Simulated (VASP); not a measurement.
# Zn (P6_3/mmc) in VASP: further runs

The runs below take Zn through single point, relaxation of volume and atoms at fixed shape, with LDA.

Program: VASP 6.6.1. These are calculated values, not measurements. Logs are shortened: lines on timing, memory, paths and dates and some standing lists are left out, and cuts for length are marked.

## Step 1: The cell of the first run

The structure is hexagonal, space group P6_3/mmc (No. 194). Conventional cell: a = 2.565 Å, b = 2.565 Å, c = 4.770 Å, α = 90.00°, β = 90.00°, γ = 120.00°. Within 3.4 Å of Zn (site symmetry -6m2) lie 12 Zn at 2.56 to 2.81 Å.

## Step 2: Single point, LDA

Contents of INCAR:

```
  PREC = Accurate
  ENCUT = 520
  EDIFF = 1E-7
  ISMEAR = 0
  SIGMA = 0.1
  LREAL = F
  LASPH = T
  NELM = 80
  ALGO = Normal
  ISIF = 2
  LWAVE = F
  LCHARG = F
  NBANDS = 19
```

Contents of KPOINTS:

```
Automatic mesh
0
Gamma
  19 19 9
```

Contents of POSCAR:

```
Zn
1.0
    2.5647086392      0.0000000000      0.0000000000
   -1.2823543196      2.2211028348      0.0000000000
    0.0000000000      0.0000000000      4.7701659558
Zn
2
Direct
    0.3333333333      0.6666666667      0.2500000000
    0.6666666667      0.3333333333      0.7500000000
```

Potentials or basis: VASP PAW LDA potentials, release 64 (Zn).

The run is started by

```
> cat potpaw_LDA.64/Zn/POTCAR > POTCAR
> mpirun -np 1 vasp_std > vasp.out
```

OUTCAR:

```text
PREC = Accurate
   ENCUT = 520
   EDIFF = 1E-7
   ISMEAR = 0
   LREAL = F
   LASPH = T
   NELM = 80
   ISIF = 2

 ion  position               nearest neighbor table
   1  0.333  0.667  0.250-   2 2.81   2 2.81   2 2.81   2 2.81   2 2.81   2 2.81
   2  0.667  0.333  0.750-   1 2.81   1 2.81   1 2.81   1 2.81   1 2.81   1 2.81

  LATTYP: Found a hexagonal cell.
 ALAT       =     2.5647086392
 C/A-ratio  =     1.8599250936

  Lattice vectors:

 A1 = (   2.5647086392,   0.0000000000,   0.0000000000)
 A2 = (  -1.2823543196,   2.2211028348,   0.0000000000)
 A3 = (   0.0000000000,   0.0000000000,   4.7701659558)

Analysis of symmetry for initial positions (statically):
=====================================================================
 Subroutine PRICEL returns:
 Original cell was already a primitive cell.

 Routine SETGRP: Setting up the symmetry group for a
 hexagonal supercell.

 Subroutine GETGRP returns: Found 24 space group operations
 (whereof 12 operations were pure point group operations)
 out of a pool of 24 trial point group operations.

The static configuration has the point symmetry D_3d.
 The point group associated with its full space group is D_6h.

Analysis of symmetry for dynamics (positions and initial velocities):
=====================================================================
 Subroutine PRICEL returns:
 Original cell was already a primitive cell.

 Routine SETGRP: Setting up the symmetry group for a
 hexagonal supercell.

 Subroutine GETGRP returns: Found 24 space group operations
 (whereof 12 operations were pure point group operations)
 out of a pool of 24 trial point group operations.

The dynamic configuration has the point symmetry D_3d.
 The point group associated with its full space group is D_6h.

 Subroutine INISYM returns: Found 24 space group operations
 (whereof 12 operations are pure point group operations),
 and found     1 'primitive' translations

----------------------------------------------------------------------------------------

                                     Primitive cell

  volume of cell :      27.1732

  direct lattice vectors                    reciprocal lattice vectors
     2.564708639  0.000000000  0.000000000     0.389907838  0.225113395  0.000000000
    -1.282354320  2.221102835  0.000000000     0.000000000  0.450226790  0.000000000
     0.000000000  0.000000000  4.770165956     0.000000000  0.000000000  0.209636312

  length of vectors
     2.564708639  2.564708639  4.770165956     0.450226790  0.450226790  0.209636312

  position of ions in fractional coordinates (direct lattice)
     0.333333333  0.666666667  0.250000000
     0.666666667  0.333333333  0.750000000

  ion indices of the primitive-cell ions
   primitive index   ion index
                 1           1
                 2           2

----------------------------------------------------------------------------------------

 KPOINTS: Automatic mesh

Automatic generation of k-mesh.
 Grid dimensions read from file:
 generate k-points for:   19   19    9

 Generating k-lattice:

  Cartesian coordinates                     Fractional coordinates (reciprocal lattice)
     0.020521465  0.011848073  0.000000000     0.052631579  0.000000000  0.000000000
     0.000000000  0.023696147  0.000000000     0.000000000  0.052631579  0.000000000
     0.000000000  0.000000000  0.023292924     0.000000000  0.000000000  0.111111111

  Length of vectors
     0.023696147  0.023696147  0.023292924

  Shift w.r.t. Gamma in fractional coordinates (k-lattice)
     0.000000000  0.000000000  0.000000000

 Subroutine IBZKPT returns following result:
 ===========================================

 Found    200 irreducible k-points:

 Following reciprocal coordinates:
            Coordinates               Weight
  0.000000  0.000000  0.000000      1.000000
  0.052632 -0.000000  0.000000      6.000000
  0.105263 -0.000000  0.000000      6.000000
  0.157895 -0.000000  0.000000      6.000000
  0.210526  0.000000  0.000000      6.000000
  0.263158 -0.000000  0.000000      6.000000
[... 16 lines left out ...]
  0.263158  0.105263  0.000000     12.000000
  0.315789  0.105263  0.000000     12.000000
 [... further k-points ...]
   k-points           NKPTS =    200   k-points in BZ     NKDIM =    200   number of bands    NBANDS=     19
   number of dos      NEDOS =    301   number of ions     NIONS =      2
   total plane-waves  NPLWV =  14400
   dimension x,y,z NGX =    20 NGY =   20 NGZ =   36
   dimension x,y,z NGXF=    40 NGYF=   40 NGZF=   72
   ions per type =               2
   NGX,Y,Z   is equivalent  to a cutoff of  12.96, 12.96, 12.55 a.u.
   NGXF,Y,Z  is equivalent  to a cutoff of  25.93, 25.93, 25.09 a.u.
 SYSTEM =  unknown system
   PREC   = accura    normal or accurate (medium, high low for compatibility)
   ISTART =      0    job   : 0-new  1-cont  2-samecut
   ICHARG =      2    charge: 1-file 2-atom 10-const
   ISPIN  =      1    spin polarized calculation?
   LNONCOLLINEAR =      F non collinear calculations
   LSORBIT =      F    spin-orbit coupling
   LASPH  =      T    aspherical Exc in radial PAW
   ENCUT  =  520.0 eV  38.22 Ry    6.18 a.u.   4.77  4.77  8.87*2*pi/ulx,y,z
   NELM   =     80;   NELMIN=  2; NELMDL= -5     # of ELM steps
   EDIFF  = 0.1E-06   stopping-criterion for ELM
   LREAL  =      F    real-space projection
   EDIFFG = 0.1E-05   stopping-criterion for IOM
   NSW    =      0    number of steps for IOM
   IBRION =     -1    ionic relax: 0-MD 1-quasi-New 2-CG
   NFREE  =      0    steps in history (QN), initial steepest desc. (CG)
   ISIF   =      2    stress and relaxation
   ISYM   =      2    0-nonsym 1-usesym 2-fastsym
   POTIM  = 0.5000    time-step for ionic-motion
   TEBEG  =    0.0;   TEEND  =   0.0 temperature during run
   PSTRESS=    0.0 pullay stress
   NELECT =      24.0000    total number of electrons
   NUPDOWN=      -1.0000    fix difference up-down
   EMIN   =  10.00;   EMAX   =-10.00  energy-range for DOS
   EFERMI =   0.00;   METHOD = LEGACY
   ISMEAR =     0;   SIGMA  =   0.10  broadening in eV -4-tet -1-fermi 0-gaus
   EFERMI_NEDOS =   21; number of points for ismear=-14 and -15
   IALGO  =     38    algorithm
   IMIX   =      4    mixing-type and parameters
     AMIX     =   0.40;   BMIX     =  1.00
     AMIX_MAG =   1.60;   BMIX_MAG =  1.00
  volume/ion in A,a.u.               =      13.59        91.69
  Fermi-wavevector in a.u.,A,eV,Ry     =   1.570719  2.968229 33.567728  2.467158
  Thomas-Fermi vector in A             =   2.672410
   LORBIT       =      0    0 simple, 1 ext, 2 COOP (PROOUT), +10 PAW based schemes
   GGA     = CA    functional components
   LHFCALC =     F    Hartree Fock is set to
   AEXX    =    0.0000 exact exchange contribution
   IVDW    =     0    specifies the selected vdW correction
   LEPSILON=     F    determine dielectric tensor
   LRPA    =     F    only Hartree local field effects (RPA)
 non-spin polarized calculation
 Gauss-broadening in eV      SIGMA  =   0.10
  energy-cutoff  :      520.00
  volume of cell :       27.17
 maximum number of plane-waves:       747
 NGX is ok and might be reduce to    20
   NGX =  9   NGY =  9   NGZ = 17

 number of electron      23.9999999 magnetization

 Free energy of the ion-electron system (eV)
  ---------------------------------------------------
  ext. energy  EPLUGINS =         0.00000000
  ---------------------------------------------------
  free energy    TOTEN  =        -3.75346882 eV

  energy without entropy =       -3.75051672  energy(sigma->0) =       -3.75199277

 E-fermi :   3.7254     XC(G=0): -12.4976

 val. band max:        3.7185211528   @ k =   0.2632   0.2632   0.2222
 cond. band min:       3.7351155921   @ k =   0.2105   0.1579   0.0000
 fundamental gap:      0.0165944394
 Fermi energy:         3.7254118993

 k-point     1 :       0.0000    0.0000    0.0000
  band No.  band energies     occupation
      1      -7.6008      2.00000
      2      -5.4987      2.00000
      3      -4.6262      2.00000
      4      -4.3391      2.00000
      5      -4.3391      2.00000
      6      -4.2770      2.00000
[... 11 lines left out ...]
     18      24.1020      0.00000
     19      24.3245      0.00000

 k-point     2 :       0.0526   -0.0000    0.0000
  band No.  band energies     occupation
      1      -7.5116      2.00000
      2      -5.4553      2.00000
      3      -4.6154      2.00000
      4      -4.3497      2.00000
      5      -4.3154      2.00000
      6      -4.2885      2.00000
[... 11 lines left out ...]
     18      23.2545      0.00000
     19      25.2680      0.00000

 k-point     3 :       0.1053   -0.0000    0.0000
  band No.  band energies     occupation
      1      -7.2472      2.00000
      2      -5.3351      2.00000
      3      -4.5899      2.00000
      4      -4.3748      2.00000
      5      -4.3141      2.00000
      6      -4.2462      2.00000
[... 11 lines left out ...]
     18      22.5900      0.00000
     19      24.6930      0.00000

 k-point     4 :       0.1579   -0.0000    0.0000
  band No.  band energies     occupation
      1      -6.8194      2.00000
      2      -5.1718      2.00000
      3      -4.5693      2.00000
      4      -4.4086      2.00000
      5      -4.3055      2.00000
      6      -4.1536      2.00000
[... 11 lines left out ...]
     18      21.3305      0.00000
     19      22.4495      0.00000

 k-point     5 :       0.2105    0.0000    0.0000
  band No.  band energies     occupation
      1      -6.2617      2.00000
      2      -5.0369      2.00000
      3      -4.5379      2.00000
      4      -4.4417      2.00000
      5      -4.3678      2.00000
      6      -4.2020      2.00000
[... 11 lines left out ...]
     18      20.7440      0.00000
     19      20.7546      0.00000
[... 334 lines left out ...]
      2      -4.9311      2.00000
      3      -4.6057      2.00000
      4      -4.4390      2.00000
      5      -4.4148      2.00000
      6      -4.3026      2.00000
[... 11 lines left out ...]
     18      20.6165      0.00000
     19      20.9089      0.00000

 k-point    22 :       0.2105    0.1053    0.0000
  band No.  band energies     occupation
      1      -5.4560      2.00000
      2      -4.8962      2.00000
      3      -4.5824      2.00000
      4      -4.5369      2.00000
      5      -4.4420      2.00000
      6      -4.2049      2.00000
[... 11 lines left out ...]
     18      19.7998      0.00000
     19      20.5497      0.00000

 k-point    23 :       0.2632    0.1053    0.0000
  band No.  band energies     occupation
      1      -5.1143      2.00000
      2      -4.9498      2.00000
      3      -4.7200      2.00000
      4      -4.3656      2.00000
      5      -4.3415      2.00000
      6      -4.2633      2.00000
[... 11 lines left out ...]
     18      19.0974      0.00000
     19      20.0501      0.00000

 k-point    24 :       0.3158    0.1053    0.0000
  band No.  band energies     occupation
      1      -5.0719      2.00000
      2      -4.9923      2.00000
      3      -4.8230      2.00000
      4      -4.3084      2.00000
      5      -4.2696      2.00000
      6      -4.1235      2.00000
[... 11 lines left out ...]
     18      18.5412      0.00000
     19      19.6049      0.00000

 [... further k-points ...]

------------------------ aborting loop because EDIFF is reached ----------------------------------------

  FORCE on cell =-STRESS in cart. coord.  units (eV):
  Direction    XX          YY          ZZ          XY          YZ          ZX
  --------------------------------------------------------------------------------------
  -------------------------------------------------------------------------------------
  Total        0.2238076      0.2238076     -0.0706876      0.0000000      0.0000000      0.0000000
  in kB       13.1960907     13.1960907     -4.1678620      0.0000000      0.0000000      0.0000000
  external PRESSURE =       7.4081065 kB  Pullay stress =       0.0000000 kB

 VOLUME and BASIS-vectors are now :
 -----------------------------------------------------------------------------
  energy-cutoff  :      520.00
  volume of cell :       27.17
      direct lattice vectors                 reciprocal lattice vectors
     2.564708639  0.000000000  0.000000000     0.389907838  0.225113395  0.000000000
    -1.282354320  2.221102835  0.000000000     0.000000000  0.450226790  0.000000000
     0.000000000  0.000000000  4.770165956     0.000000000  0.000000000  0.209636312

 POSITION                                       TOTAL-FORCE (eV/Angst)
 -----------------------------------------------------------------------------------
     -0.00000      1.48074      1.19254        -0.000000      0.000000      0.000000
      1.28235      0.74037      3.57762         0.000000     -0.000000      0.000000
 -----------------------------------------------------------------------------------
    total drift:                                0.000000     -0.000000      0.000000

  FREE ENERGIE OF THE ION-ELECTRON SYSTEM (eV)
  ---------------------------------------------------
  free  energy   TOTEN  =        -3.7534688217 eV

  energy  without entropy=       -3.7505167231  energy(sigma->0) =       -3.75199277
```

It took 71 s on 1 thread of Intel Xeon Platinum 8488C (Sapphire Rapids), shared host; peak memory 0.19 GiB.

Results:

| Property | Result |
| --- | --- |
| Free energy | -3.7535 eV |
| Pressure | 0.7 GPa |
| Band gap on the k mesh | zero (bands 12 and 13 overlap by 4.76 eV) |

## Step 3: Relaxation of volume and atoms at fixed shape, LDA

This run uses another cell than the first one, of 15.33 Å³/atom.

Contents of INCAR:

```
ALGO     = Normal         # electronic algorithm
EDIFF    = 1E-6           # SCF threshold, eV
EDIFFG   = -0.03          # ionic threshold
ENCUT    = 600            # plane-wave cutoff, eV
GGA      = CA             # functional
IBRION   = 2              # ionic algorithm
ISIF     = 8              # what is computed and relaxed
ISMEAR   = 0              # smearing method
LASPH    = True           # aspherical terms in the spheres
LCHARG   = False          # write CHGCAR
LREAL    = False          # projectors in reciprocal space
LWAVE    = False          # write WAVECAR
NELM     = 80             # most SCF steps
NSW      = 80             # ionic steps
PREC     = Accurate       # precision mode
SIGMA    = 0.1            # smearing width, eV
```

Contents of KPOINTS:

```
k-points
0
Gamma
  19 19 9
```

Contents of POSCAR:

```
Zn
1.0
    2.6700000000      0.0000000000      0.0000000000
   -1.3350000000      2.3122878281      0.0000000000
    0.0000000000      0.0000000000      4.9660000000
Zn
2
Direct
    0.3333333333      0.6666666667      0.2500000000
    0.6666666667      0.3333333333      0.7500000000
```

Potentials or basis: VASP PAW LDA potentials, release 64 (Zn).

The run is started by

```
> cat potpaw_LDA.64/Zn/POTCAR > POTCAR
> mpirun -np 1 vasp_std > vasp.out
```

Wall time 3.6 min (1 thread of Intel Xeon Platinum 8488C (Sapphire Rapids), shared host); peak memory 0.23 GiB.

Results (log left out):

```yaml
Free_energy: -3.7551 eV
Relaxed_volume: 13.67 Å³/atom
Relaxed_cell: a = 2.570 Å, b = 2.570 Å, c = 4.780 Å, α = 90.00°, β = 90.00°, γ = 120.00°
Space_group_after_relaxing_to_0.1_Å: P6_3/mmc (No. 194)
Energy_gained_by_relaxing: 51.7 meV/atom
Ionic_steps: 3
Pressure_after_relaxing: 0.0 GPa
Band_gap_on_the_k_mesh: zero (bands 12 and 13 overlap by 4.76 eV)
```

Stress tensor (GPa, compression positive):
```
 0.45  0.00  0.00
 0.00  0.45  0.00
 0.00  0.00 -0.96
```

The path:
```tsv
step	energy change (eV)	largest force (eV/Å)	pressure (GPa)	volume (Å³)
1	0.0000	0.0000	-8.88	30.66
2	-0.1023	0.0000	1.25	27.04
3	-0.1034	0.0000	-0.02	27.35
```

Final structure:
```
Zn
1.0
     2.57022    0.00000    0.00000
    -1.28511    2.22587    0.00000
     0.00000    0.00000    4.78041
Zn
2
Direct
  0.33333 0.66667 0.25000
  0.66667 0.33333 0.75000
```

Levels at points of the mesh, in eV from the Fermi level:
```tsv
k point	band 10	band 11	band 12	band 13	band 14	band 15
(0.00, 0.00, 0.00)	-7.33	-7.33	-4.15	-3.01	14.47	18.40
```

LDA usually gives volumes a few per cent too small. Zero-point motion and thermal expansion aren't in these numbers.
